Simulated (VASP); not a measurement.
# In7NiN8 in VASP: single point with PBEsol+U

Aim: the single point of In7NiN8 with PBEsol+U.

All numbers are computed with VASP 6.6.1; they aren't measurements. Logs are shortened: lines on timing, memory, paths and dates and some standing lists are left out, and cuts for length are marked.

### 1 The cell of the first run

The typed cell holds 16 atoms: a = 7.066 Å, b = 7.066 Å, c = 5.693 Å, α = 90.00°, β = 90.00°, γ = 120.00°.

### 2 Single point, PBEsol+U

File INCAR:

```
SYSTEM = In7NiN8
ALGO     = Normal         ! electronic algorithm
EDIFF    = 1E-6           ! SCF threshold, eV
ENCUT    = 600            ! plane-wave cutoff, eV
GGA      = PS             ! functional
GGA_COMPAT= .False.      
ISIF     = 2              ! what is computed and relaxed
ISMEAR   = 0              ! smearing method
LASPH    = .True.         ! aspherical terms in the spheres
LCHARG   = .True.         ! write CHGCAR
LDAU     = .True.         ! DFT+U
LDAUJ    = 0 0 0        
LDAUL    = 2 -1 -1        ! shell
LDAUPRINT= 1            
LDAUTYPE = 2            
LDAUU    = 5 0 0          ! U, eV
LELF     = .True.         ! ELF
LMAXMIX  = 4              ! l up to which the mixer works
LREAL    = .False.        ! projectors in reciprocal space
LVHAR    = .True.       
LWAVE    = .False.        ! write WAVECAR
NBANDS   = 84             ! bands
NELM     = 200            ! most SCF steps
PREC     = Accurate       ! precision mode
SIGMA    = 0.05           ! smearing width, eV
```

File KPOINTS:

```
k-points
0
Gamma
  3 3 3
  0 0 0
```

File POSCAR:

```
In7NiN8
1.0
    7.0660019000      0.0000000000      0.0000000000
   -3.5330010000      6.1193372000      0.0000000000
    0.0000000000      0.0000000000      5.6930000000
Ni In N
1 7 8
Direct
    0.1669308990      0.3327327703      0.0026910792
    0.1673396771      0.8328528945      0.0043771607
    0.6667650379      0.3322907581      0.0044556123
    0.6667643628      0.8329026081      0.0043207522
    0.3298102262      0.1698491054      0.5030125705
    0.3298336215      0.6584699910      0.5028329448
    0.8411962004      0.1698337180      0.5029327996
    0.8336323863      0.6660643778      0.5048291366
    0.1669277027      0.3326938360      0.3486309314
    0.1687486626      0.8336558090      0.3864407378
    0.6660374942      0.3309197960      0.3865791177
    0.6660910026      0.8336276246      0.3863871006
    0.3225288841      0.1770743436      0.8895742590
    0.3225265043      0.6438656628      0.8893786084
    0.8557968680      0.1771432559      0.8894716433
    0.8336372883      0.6660102473      0.8851280963
```

Potentials or basis: VASP PAW PBE potentials, release 64 (Ni, In_d, N).

Started as:

```bash
$ cat potpaw_PBE.64/Ni/POTCAR potpaw_PBE.64/In_d/POTCAR potpaw_PBE.64/N/POTCAR > POTCAR
$ mpirun -np 1 vasp_std > vasp.out
```

OUTCAR:

```text
SYSTEM = In7NiN8
   EDIFF = 1E-6
   ENCUT = 600
   GGA = PS
   ISIF = 2
   ISMEAR = 0
   LASPH = .True.
   LREAL = .False.
   NELM = 200
   PREC = Accurate

 ion  position               nearest neighbor table
   1  0.167  0.333  0.003-   9 1.97  15 2.01  14 2.01  13 2.01   5 3.47   7 3.47   6 3.47   6 3.48
                             7 3.48   5 3.48   2 3.53   3 3.53   4 3.53   4 3.53   3 3.53   2 3.53
   2  0.167  0.833  0.004-  16 2.15  10 2.18  13 2.21  14 2.21   8 3.50   8 3.51   6 3.51   5 3.51
                             5 3.52   6 3.52   4 3.53   3 3.53   1 3.53   1 3.53   3 3.54   4 3.54
   3  0.667  0.332  0.004-  16 2.15  11 2.18  15 2.21  13 2.21   8 3.50   8 3.51   7 3.51   5 3.51
                             5 3.52   7 3.52   4 3.53   2 3.53   1 3.53   1 3.53   2 3.54   4 3.54
   4  0.667  0.833  0.004-  16 2.15  12 2.18  15 2.21  14 2.21   8 3.50   8 3.51   6 3.51   7 3.51
                             7 3.52   6 3.52   3 3.53   2 3.53   1 3.53   1 3.53   2 3.54   3 3.54
   5  0.330  0.170  0.503-  11 2.16  10 2.16   9 2.18  13 2.20   7 3.45   6 3.45   1 3.47   1 3.48
                             3 3.51   2 3.51   2 3.52   3 3.52   8 3.53   8 3.53   6 3.61   7 3.61
   6  0.330  0.658  0.503-  10 2.16  12 2.16   9 2.18  14 2.20   5 3.45   7 3.45   1 3.47   1 3.48
                             2 3.51   4 3.51   4 3.52   2 3.52   8 3.53   8 3.53   7 3.61   5 3.61
   7  0.841  0.170  0.503-  11 2.16  12 2.16   9 2.18  15 2.20   5 3.45   6 3.45   1 3.47   1 3.48
                             3 3.51   4 3.51   4 3.52   3 3.52   8 3.53   8 3.53   6 3.61   5 3.61
   8  0.834  0.666  0.505-  11 2.16  10 2.16  12 2.16  16 2.17   4 3.50   2 3.50   3 3.50   3 3.51
                             2 3.51   4 3.51   5 3.53   7 3.53   6 3.53   6 3.53   7 3.53   5 3.53
   9  0.167  0.333  0.349-   1 1.97   7 2.18   6 2.18   5 2.18
  10  0.169  0.834  0.386-   8 2.16   5 2.16   6 2.16   2 2.18
  11  0.666  0.331  0.387-   8 2.16   7 2.16   5 2.16   3 2.18
  12  0.666  0.834  0.386-   8 2.16   7 2.16   6 2.16   4 2.18
  13  0.323  0.177  0.890-   1 2.01   5 2.20   2 2.21   3 2.21
  14  0.323  0.644  0.889-   1 2.01   6 2.20   2 2.21   4 2.21
  15  0.856  0.177  0.889-   1 2.01   7 2.20   3 2.21   4 2.21
  16  0.834  0.666  0.885-   2 2.15   3 2.15   4 2.15   8 2.17

  LATTYP: Found a hexagonal cell.
 ALAT       =     7.0660019000
 C/A-ratio  =     0.8056889993

  Lattice vectors:

 A1 = (   7.0660019000,   0.0000000000,   0.0000000000)
 A2 = (  -3.5330010000,   6.1193372000,   0.0000000000)
 A3 = (   0.0000000000,   0.0000000000,   5.6930000000)

Analysis of symmetry for initial positions (statically):
=====================================================================
 Subroutine PRICEL returns:
 Original cell was already a primitive cell.

 Routine SETGRP: Setting up the symmetry group for a
 hexagonal supercell.

 Subroutine GETGRP returns: Found  1 space group operations
 (whereof  1 operations were pure point group operations)
 out of a pool of 24 trial point group operations.

The static configuration has the point symmetry C_1 .

Analysis of symmetry for dynamics (positions and initial velocities):
=====================================================================
 Subroutine PRICEL returns:
 Original cell was already a primitive cell.

 Routine SETGRP: Setting up the symmetry group for a
 hexagonal supercell.

 Subroutine GETGRP returns: Found  1 space group operations
 (whereof  1 operations were pure point group operations)
 out of a pool of 24 trial point group operations.

The dynamic configuration has the point symmetry C_1 .

 Subroutine INISYM returns: Found  1 space group operations
 (whereof  1 operations are pure point group operations),
 and found     1 'primitive' translations

----------------------------------------------------------------------------------------

                                     Primitive cell

  volume of cell :     246.1610

  direct lattice vectors                    reciprocal lattice vectors
     7.066001900  0.000000000  0.000000000     0.141522747  0.081708197  0.000000000
    -3.533001000  6.119337200  0.000000000     0.000000000  0.163416391  0.000000000
     0.000000000  0.000000000  5.693000000     0.000000000  0.000000000  0.175654312
[... 107 lines left out ...]
   ISIF   =      2    stress and relaxation
   ISYM   =      2    0-nonsym 1-usesym 2-fastsym
   POTIM  = 0.5000    time-step for ionic-motion
   TEBEG  =    0.0;   TEEND  =   0.0 temperature during run
   PSTRESS=    0.0 pullay stress
   NELECT =     141.0000    total number of electrons
   NUPDOWN=      -1.0000    fix difference up-down
   EMIN   =  10.00;   EMAX   =-10.00  energy-range for DOS
   EFERMI =   0.00;   METHOD = LEGACY
   ISMEAR =     0;   SIGMA  =   0.05  broadening in eV -4-tet -1-fermi 0-gaus
   EFERMI_NEDOS =   21; number of points for ismear=-14 and -15
   IALGO  =     38    algorithm
   IMIX   =      4    mixing-type and parameters
     AMIX     =   0.40;   BMIX     =  1.00
     AMIX_MAG =   1.60;   BMIX_MAG =  1.00
  volume/ion in A,a.u.               =      15.39       103.82
  Fermi-wavevector in a.u.,A,eV,Ry     =   1.359590  2.569253 25.150180  1.848486
  Thomas-Fermi vector in A             =   2.486325
   LORBIT       =      0    0 simple, 1 ext, 2 COOP (PROOUT), +10 PAW based schemes
 LDA+U is selected, type is set to LDAUTYPE =  2
   angular momentum for each species LDAUL =     2   -1   -1
   U (eV)           for each species LDAUU =   5.0  0.0  0.0
   J (eV)           for each species LDAUJ =   0.0  0.0  0.0
   GGA     = PS    functional components
   LHFCALC =     F    Hartree Fock is set to
   AEXX    =    0.0000 exact exchange contribution
   IVDW    =     0    specifies the selected vdW correction
   LEPSILON=     F    determine dielectric tensor
   LRPA    =     F    only Hartree local field effects (RPA)
 non-spin polarized calculation
 Gauss-broadening in eV      SIGMA  =   0.05
  energy-cutoff  :      600.00
  volume of cell :      246.16
 maximum number of plane-waves:      8226
   NGX = 29   NGY = 29   NGZ = 23

atom =   1  type =  1  l = 2

 onsite density matrix

spin component  1

  0.8431 -0.0000  0.0004 -0.0774 -0.0001
 -0.0000  0.9211 -0.0009 -0.0000 -0.0774
  0.0004 -0.0009  0.6878  0.0003 -0.0012
 -0.0774 -0.0000  0.0003  0.9210 -0.0001
 -0.0001 -0.0774 -0.0012 -0.0001  0.8430

spin component  2

  0.8431 -0.0000  0.0004 -0.0774 -0.0001
 -0.0000  0.9211 -0.0009 -0.0000 -0.0774
  0.0004 -0.0009  0.6878  0.0003 -0.0012
 -0.0774 -0.0000  0.0003  0.9210 -0.0001
 -0.0001 -0.0774 -0.0012 -0.0001  0.8430

 occupancies and eigenvectors

  o =  0.6877  v = -0.0038  0.0077  0.9999 -0.0026  0.0113  0.0000  0.0000  0.0000  0.0000  0.0000      0.0000  0.0000  0.0000  0.0000  0.0000  0.0000  0.0000  0.0000  0.0000  0.0000
  o =  0.6877  v =  0.0000  0.0000  0.0000  0.0000  0.0000 -0.0038  0.0077  0.9999 -0.0026  0.0113      0.0000  0.0000  0.0000  0.0000  0.0000  0.0000  0.0000  0.0000  0.0000  0.0000
  o =  0.7952  v =  0.0000  0.0000  0.0000  0.0000  0.0000  0.5172  0.4165 -0.0080  0.3188  0.6763      0.0000  0.0000  0.0000  0.0000  0.0000  0.0000  0.0000  0.0000  0.0000  0.0000
  o =  0.7952  v =  0.5172  0.4165 -0.0080  0.3188  0.6763  0.0000  0.0000  0.0000  0.0000  0.0000      0.0000  0.0000  0.0000  0.0000  0.0000  0.0000  0.0000  0.0000  0.0000  0.0000
  o =  0.7955  v =  0.6763 -0.3185  0.0120  0.4165 -0.5172  0.0000  0.0000  0.0000  0.0000  0.0000      0.0000  0.0000  0.0000  0.0000  0.0000  0.0000  0.0000  0.0000  0.0000  0.0000
  o =  0.7955  v =  0.0000  0.0000  0.0000  0.0000  0.0000  0.6763 -0.3185  0.0120  0.4165 -0.5172      0.0000  0.0000  0.0000  0.0000  0.0000  0.0000  0.0000  0.0000  0.0000  0.0000
  o =  0.9687  v = -0.4199 -0.5103  0.0006  0.6816  0.3141  0.0000  0.0000  0.0000  0.0000  0.0000      0.0000  0.0000  0.0000  0.0000  0.0000  0.0000  0.0000  0.0000  0.0000  0.0000
  o =  0.9687  v =  0.0000  0.0000  0.0000  0.0000  0.0000 -0.4199 -0.5103  0.0006  0.6816  0.3141      0.0000  0.0000  0.0000  0.0000  0.0000  0.0000  0.0000  0.0000  0.0000  0.0000
  o =  0.9687  v =  0.0000  0.0000  0.0000  0.0000  0.0000 -0.3143  0.6817 -0.0004  0.5101 -0.4199      0.0000  0.0000  0.0000  0.0000  0.0000  0.0000  0.0000  0.0000  0.0000  0.0000
  o =  0.9687  v = -0.3143  0.6817 -0.0004  0.5101 -0.4199  0.0000  0.0000  0.0000  0.0000  0.0000      0.0000  0.0000  0.0000  0.0000  0.0000  0.0000  0.0000  0.0000  0.0000  0.0000

 number of electron     140.9999992 magnetization

 Free energy of the ion-electron system (eV)
  ---------------------------------------------------
  ext. energy  EPLUGINS =         0.00000000
  ---------------------------------------------------
  free energy    TOTEN  =       -89.72850094 eV

  energy without entropy =      -89.71315283  energy(sigma->0) =      -89.72082688

 E-fermi :   6.3757     XC(G=0): -10.8727

 val. band max:        6.3752055562   @ k =   0.0000   0.3333   0.3333
 cond. band min:       6.4188524478   @ k =   0.3333   0.3333   0.3333
 fundamental gap:      0.0436468916
 Fermi energy:         6.3756878585

 k-point     1 :       0.0000    0.0000    0.0000
  band No.  band energies     occupation
      1      -8.9175      2.00000
      2      -8.8783      2.00000
      3      -8.8782      2.00000
      4      -8.8445      2.00000
      5      -8.6465      2.00000
      6      -8.5418      2.00000
[... 1179 lines left out ...]
     81      11.5607      0.00000
     82      11.9116      0.00000
 [bands above 82 left out]

------------------------ aborting loop because EDIFF is reached ----------------------------------------

  FORCE on cell =-STRESS in cart. coord.  units (eV):
  Direction    XX          YY          ZZ          XY          YZ          ZX
  --------------------------------------------------------------------------------------
  -------------------------------------------------------------------------------------
  Total       -7.9018159     -7.8978650     -7.4975673      0.0001535      0.0155584     -0.0047823
  in kB      -51.4301949    -51.4044800    -48.7990799      0.0009989      0.1012643     -0.0311261
  external PRESSURE =     -50.5445849 kB  Pullay stress =       0.0000000 kB

 VOLUME and BASIS-vectors are now :
 -----------------------------------------------------------------------------
  energy-cutoff  :      600.00
  volume of cell :      246.16
      direct lattice vectors                 reciprocal lattice vectors
     7.066001900  0.000000000  0.000000000     0.141522747  0.081708197  0.000000000
    -3.533001000  6.119337200  0.000000000     0.000000000  0.163416391  0.000000000
     0.000000000  0.000000000  5.693000000     0.000000000  0.000000000  0.175654312

 POSITION                                       TOTAL-FORCE (eV/Angst)
 -----------------------------------------------------------------------------------
      0.00399      2.03610      0.01532         0.001251     -0.000056      0.036141
     -1.76005      5.09651      0.02492         0.012776      0.009809      0.020677
      3.53738      2.03340      0.02537        -0.002179     -0.014662      0.020558
      1.76871      5.09681      0.02460        -0.012490      0.007090      0.020362
      1.73036      1.03936      2.86365         0.069045     -0.039783     -0.080850
      0.00423      4.02940      2.86263        -0.000311      0.078196     -0.080849
[... 8 lines left out ...]
      5.42121      1.08400      5.06376         0.582088      0.333142      0.352633
      3.53747      4.07554      5.03903        -0.002583     -0.000217     -0.001025
 -----------------------------------------------------------------------------------
    total drift:                               -0.000128      0.000146      0.000148

  FREE ENERGIE OF THE ION-ELECTRON SYSTEM (eV)
  ---------------------------------------------------
  free  energy   TOTEN  =       -89.7285009385 eV

  energy  without entropy=      -89.7131528315  energy(sigma->0) =      -89.72082688
```

It took 7.4 min on 1 thread of AMD EPYC 9R45 (Zen 5), shared host; peak memory 0.52 GiB.

What came out:

```yaml
Free_energy: -89.7285 eV
Pressure: -5.1 GPa
Largest_force: 0.794 eV/Å
```

Forces in eV/Å, atoms in the order of the input:
```
Ni   0.001  0.000  0.036
In   0.013  0.010  0.021
In  -0.002 -0.015  0.021
In  -0.012  0.007  0.020
In   0.069 -0.040 -0.081
In   0.000  0.078 -0.081
In  -0.068 -0.039 -0.081
In   0.000  0.000 -0.011
N   -0.001  0.005 -0.794
N   -0.009 -0.009 -0.035
N    0.001  0.013 -0.040
N    0.009 -0.007 -0.034
N   -0.581  0.336  0.347
N    0.002 -0.672  0.360
N    0.582  0.333  0.353
N   -0.003  0.000 -0.001
```

Eigenvalues of the final occupation matrices:
```
    site  spin  trace               eigenvalues
site 1 d     1   4.22  0.69 0.80 0.80 0.97 0.97
site 1 d     2   4.22  0.69 0.80 0.80 0.97 0.97
```

Caveat: the k points lie up to 0.37 Å⁻¹ apart; the PAW data sets were made with another functional, which shifts forces and pressure a little; spin-orbit coupling is left out, which moves the levels of the heavy elements; the run has no spin polarisation, though such a crystal can be magnetic; U without spin polarisation on a metal has little footing.
